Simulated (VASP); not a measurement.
# Mo in VASP: notebook

Runs on Mo. Level: PBE. Tasks: single point.

Program: VASP 6.6.1. These are calculated values, not measurements. Logs are shortened: lines on timing, memory, paths and dates and some standing lists are left out, and cuts for length are marked.

### 1 The cell of the first run

Symmetry: Fm-3m, No. 225, cubic system. The conventional cell has a = 4.352 Å, b = 4.352 Å, c = 4.352 Å, α = 90.00°, β = 90.00°, γ = 90.00°. Mo (site symmetry m-3m) has 12 Mo at 3.08 Å within 4.1 Å.

### 2 Single point, PBE (strain +0.080 along x and y, +0.080 along z)

File INCAR:

```
SYSTEM = Mo
  PREC = Accurate
  ENCUT = 520
  EDIFF = 1E-7
  ISMEAR = 0
  SIGMA = 0.15
  LREAL = .False.
  LASPH = .True.
  NELM = 80
  ALGO = Normal
  ISIF = 2
  LWAVE = .False.
  LCHARG = .False.
  GGA = PE
  NBANDS = 13
```

File KPOINTS:

```
regular mesh
0
Gamma
  20 20 20
  0 0 0
```

File POSCAR:

```
Mo
1.0
    0.0000000000      2.1762000000      2.1762000000
    2.1762000000      0.0000000000      2.1762000000
    2.1762000000      2.1762000000      0.0000000000
Mo
1
Direct
    0.0000000000      0.0000000000      0.0000000000
```

Potentials or basis: VASP PAW PBE potentials, release 64 (Mo_sv).

The run is started by

```console
$ cat potpaw_PBE.64/Mo_sv/POTCAR > POTCAR
$ mpirun -np 1 vasp_std > vasp.out
```

OUTCAR:

```text
SYSTEM = Mo
   PREC = Accurate
   ENCUT = 520
   EDIFF = 1E-7
   ISMEAR = 0
   LREAL = .False.
   LASPH = .True.
   NELM = 80
   ISIF = 2
   GGA = PE

 ion  position               nearest neighbor table
   1  0.000  0.000  0.000-

  LATTYP: Found a face centered cubic cell.
 ALAT       =     4.3524000000

  Lattice vectors:

 A1 = (   0.0000000000,   2.1762000000,   2.1762000000)
 A2 = (   2.1762000000,   0.0000000000,   2.1762000000)
 A3 = (   2.1762000000,   2.1762000000,   0.0000000000)

Analysis of symmetry for initial positions (statically):
=====================================================================
 Subroutine PRICEL returns:
 Original cell was already a primitive cell.

 Routine SETGRP: Setting up the symmetry group for a
 face centered cubic supercell.

 Subroutine GETGRP returns: Found 48 space group operations
 (whereof 48 operations were pure point group operations)
 out of a pool of 48 trial point group operations.

The static configuration has the point symmetry O_h .

Analysis of symmetry for dynamics (positions and initial velocities):
=====================================================================
 Subroutine PRICEL returns:
 Original cell was already a primitive cell.

 Routine SETGRP: Setting up the symmetry group for a
 face centered cubic supercell.

 Subroutine GETGRP returns: Found 48 space group operations
 (whereof 48 operations were pure point group operations)
 out of a pool of 48 trial point group operations.

The dynamic configuration has the point symmetry O_h .

 Subroutine INISYM returns: Found 48 space group operations
 (whereof 48 operations are pure point group operations),
 and found     1 'primitive' translations

----------------------------------------------------------------------------------------

                                     Primitive cell

  volume of cell :      20.6123

  direct lattice vectors                    reciprocal lattice vectors
     0.000000000  2.176200000  2.176200000    -0.229758294  0.229758294  0.229758294
     2.176200000  0.000000000  2.176200000     0.229758294 -0.229758294  0.229758294
     2.176200000  2.176200000  0.000000000     0.229758294  0.229758294 -0.229758294

  length of vectors
     3.077611554  3.077611554  3.077611554     0.397953039  0.397953039  0.397953039

  position of ions in fractional coordinates (direct lattice)
     0.000000000  0.000000000  0.000000000

  ion indices of the primitive-cell ions
   primitive index   ion index
                 1           1

[... 83 lines left out ...]
   NUPDOWN=      -1.0000    fix difference up-down
   EMIN   =  10.00;   EMAX   =-10.00  energy-range for DOS
   EFERMI =   0.00;   METHOD = LEGACY
   ISMEAR =     0;   SIGMA  =   0.15  broadening in eV -4-tet -1-fermi 0-gaus
   EFERMI_NEDOS =   21; number of points for ismear=-14 and -15
   IALGO  =     38    algorithm
   IMIX   =      4    mixing-type and parameters
     AMIX     =   0.40;   BMIX     =  1.00
     AMIX_MAG =   1.60;   BMIX_MAG =  1.00
  volume/ion in A,a.u.               =      20.61       139.10
  Fermi-wavevector in a.u.,A,eV,Ry     =   1.439048  2.719407 28.175761  2.070860
  Thomas-Fermi vector in A             =   2.557947
   LORBIT       =      0    0 simple, 1 ext, 2 COOP (PROOUT), +10 PAW based schemes
   GGA     = PE    functional components
   LHFCALC =     F    Hartree Fock is set to
   AEXX    =    0.0000 exact exchange contribution
   IVDW    =     0    specifies the selected vdW correction
   LEPSILON=     F    determine dielectric tensor
   LRPA    =     F    only Hartree local field effects (RPA)
 non-spin polarized calculation
 Gauss-broadening in eV      SIGMA  =   0.15
  energy-cutoff  :      520.00
  volume of cell :       20.61
 maximum number of plane-waves:       568
   NGX = 11   NGY = 11   NGZ = 11

 number of electron      13.9999997 magnetization

 Free energy of the ion-electron system (eV)
  ---------------------------------------------------
  ext. energy  EPLUGINS =         0.00000000
  ---------------------------------------------------
  free energy    TOTEN  =        -9.90076643 eV

  energy without entropy =       -9.88009811  energy(sigma->0) =       -9.89043227

 E-fermi :   8.3159     XC(G=0): -11.8816

 val. band max:        8.3007448020   @ k =   0.2000   0.1500   0.0500
 cond. band min:       8.3196290994   @ k =   0.3000   0.1000   0.0500
 fundamental gap:      0.0188842974
 Fermi energy:         8.3158678987

 k-point     1 :       0.0000    0.0000    0.0000
  band No.  band energies     occupation
      1     -52.6167      2.00000
      2     -26.3158      2.00000
      3     -26.3158      2.00000
      4     -26.3158      2.00000
      5       2.4475      2.00000
      6       7.8597      1.99998
      7       7.8597      1.99998
      8       7.8597      1.99998
      9       9.6938      0.00000
     10       9.6938      0.00000
     11      21.1051      0.00000
     12      25.2146      0.00000
     13      25.2146      0.00000
[... 354 lines left out ...]
  band No.  band energies     occupation
      1     -52.5524      2.00000
      2     -26.7800      2.00000
      3     -26.3951      2.00000
      4     -26.3766      2.00000
      5       4.7972      2.00000
      6       7.8664      1.99998
      7       7.9528      1.99938
      8       8.0093      1.99615
      9      10.3784      0.00000
     10      10.8911      0.00000
     11      18.0682      0.00000
     12      21.5281      0.00000
     13      25.5017      0.00000

 [... further k-points ...]

------------------------ aborting loop because EDIFF is reached ----------------------------------------

  FORCE on cell =-STRESS in cart. coord.  units (eV):
  Direction    XX          YY          ZZ          XY          YZ          ZX
  --------------------------------------------------------------------------------------
  -------------------------------------------------------------------------------------
  Total       -4.5033018     -4.5033018     -4.5033018     -0.0000000      0.0000000      0.0000000
  in kB     -350.0380229   -350.0380229   -350.0380229     -0.0000000      0.0000000      0.0000000
  external PRESSURE =    -350.0380229 kB  Pullay stress =       0.0000000 kB

 VOLUME and BASIS-vectors are now :
 -----------------------------------------------------------------------------
  energy-cutoff  :      520.00
  volume of cell :       20.61
      direct lattice vectors                 reciprocal lattice vectors
     0.000000000  2.176200000  2.176200000    -0.229758294  0.229758294  0.229758294
     2.176200000  0.000000000  2.176200000     0.229758294 -0.229758294  0.229758294
     2.176200000  2.176200000  0.000000000     0.229758294  0.229758294 -0.229758294

 POSITION                                       TOTAL-FORCE (eV/Angst)
 -----------------------------------------------------------------------------------
      0.00000      0.00000      0.00000         0.000000      0.000000      0.000000
 -----------------------------------------------------------------------------------
    total drift:                               -0.000000      0.000000      0.000000

  FREE ENERGIE OF THE ION-ELECTRON SYSTEM (eV)
  ---------------------------------------------------
  free  energy   TOTEN  =        -9.9007664267 eV

  energy  without entropy=       -9.8800981100  energy(sigma->0) =       -9.89043227
```

OSZICAR:

```text
N       E                     dE             d eps       ncg     rms          rms(c)
DAV:   1     0.925105695033E+02    0.92511E+02   -0.79112E+03  6680   0.107E+03
DAV:   2    -0.946341731539E+01   -0.10197E+03   -0.98526E+02  7726   0.301E+02
DAV:   3    -0.107284529944E+02   -0.12650E+01   -0.12568E+01  7459   0.333E+01
DAV:   4    -0.107317923718E+02   -0.33394E-02   -0.33393E-02  7431   0.208E+00
DAV:   5    -0.107318175696E+02   -0.25198E-04   -0.25199E-04  7501   0.163E-01    0.795E+00
DAV:   6    -0.995909341095E+01    0.77272E+00   -0.11669E+00  6716   0.121E+01    0.174E+00
DAV:   7    -0.990432105241E+01    0.54772E-01   -0.95891E-02  7631   0.311E+00    0.101E+00
DAV:   8    -0.990066671500E+01    0.36543E-02   -0.54675E-03  6786   0.919E-01    0.183E-01
DAV:   9    -0.990074777804E+01   -0.81063E-04   -0.19617E-04  7742   0.169E-01    0.534E-02
DAV:  10    -0.990076649812E+01   -0.18720E-04   -0.17717E-05  6886   0.415E-02    0.546E-03
DAV:  11    -0.990076642669E+01    0.71423E-07   -0.24106E-07  7561   0.449E-03
   1 F= -.99007664E+01 E0= -.98904323E+01  d E =-.206683E-01
```

stdout:

```text
POSCAR found type information on POSCAR Mo
 POSCAR found :  1 types and       1 ions
 scaLAPACK will be used
 LDA part: xc-table for (Slater+PW92), standard interpolation
 POSCAR, INCAR and KPOINTS ok, starting setup
 FFT: planning ... GRIDC
 FFT: planning ... GRID_SOFT
 FFT: planning ... GRID
 WAVECAR not read
 entering main loop
```

Run time: 14 s. Hardware: 1 thread of Intel Xeon 6975P-C (Granite Rapids), shared host; peak memory 0.18 GiB.

Results:

| Property | Result |
| --- | --- |
| Free energy | -9.9008 eV |
| Pressure | -35.0 GPa |
| Band gap on the k mesh | zero (band 7 reaches 11.05 eV, above the bottom of band 8 at 7.86 eV) |

Levels at points of the mesh, in eV from the Fermi level:
| k point | band 5 | band 6 | band 7 | band 8 | band 9 | band 10 |
| --- | --- | --- | --- | --- | --- | --- |
| (0.00, 0.00, 0.00) | -5.87 | -0.46 | -0.46 | -0.46 | 1.38 | 1.38 |
| (0.50, 0.00, 0.00) | -3.51 | -0.56 | -0.56 | 0.98 | 2.77 | 2.77 |
| (0.50, 0.50, 0.00) | -3.52 | -2.99 | 2.74 | 2.90 | 3.16 | 3.16 |

Caveat: the cell differs from its parent crystal (strain +0.080 along x and y, +0.080 along z).

[end of part 1 of 2]
